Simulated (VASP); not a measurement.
Wanted: the native input for a VASP 6.6.1 run.

```
Task                   : single point
Functional             : PBE
Potentials or basis    : VASP PAW PBE potentials, release 64 (F)
Cutoff                 : 520 eV
k mesh                 : 19 × 19 × 17
Occupations            : fermi-dirac, width 0.08 eV
Spin                   : no spin polarisation
Dipole correction      : no
Further INCAR settings : ALGO = Normal; EDIFF = 1e-07; NBANDS = 10
```

The structure of F lies in POSCAR:

```
F
1.0
    2.4607022088      0.0000000000      0.0000000000
   -1.2303511044      2.1310306239      0.0000000000
    0.0000000000      0.0000000000      1.6607683593
F
1
Direct
    0.0000000000      0.0000000000      0.0000000000
```

One way to write it, as run:

INCAR

```
SYSTEM = F
PREC = Accurate
ENCUT = 520
EDIFF = 1E-7
ISMEAR = -1
SIGMA = 0.08
LREAL = .False.
LASPH = .True.
NELM = 80
ALGO = Normal
ISIF = 2
LWAVE = .False.
LCHARG = .False.
GGA = PE
NBANDS = 10
```

KPOINTS

```
regular mesh
0
Gamma
  19 19 17
  0 0 0
```

Potentials or basis: VASP PAW PBE potentials, release 64 (F).

Launch:

```bash
$ cat potpaw_PBE.64/F/POTCAR > POTCAR
$ mpirun -np 1 vasp_std > vasp.out
```

It gave:

| Property | Result |
| --- | --- |
| Pressure | 22.4 GPa |

Caveat: an odd number of electrons without spin polarisation forces a metal; a magnetic or distorted state may lie lower.

Wall time 30 s on 1 thread of Intel(R) Xeon(R) Platinum 8175M CPU @ 2.50GHz (Skylake/Cascade Lake), with other jobs on the host, peak memory 0.13 GiB.
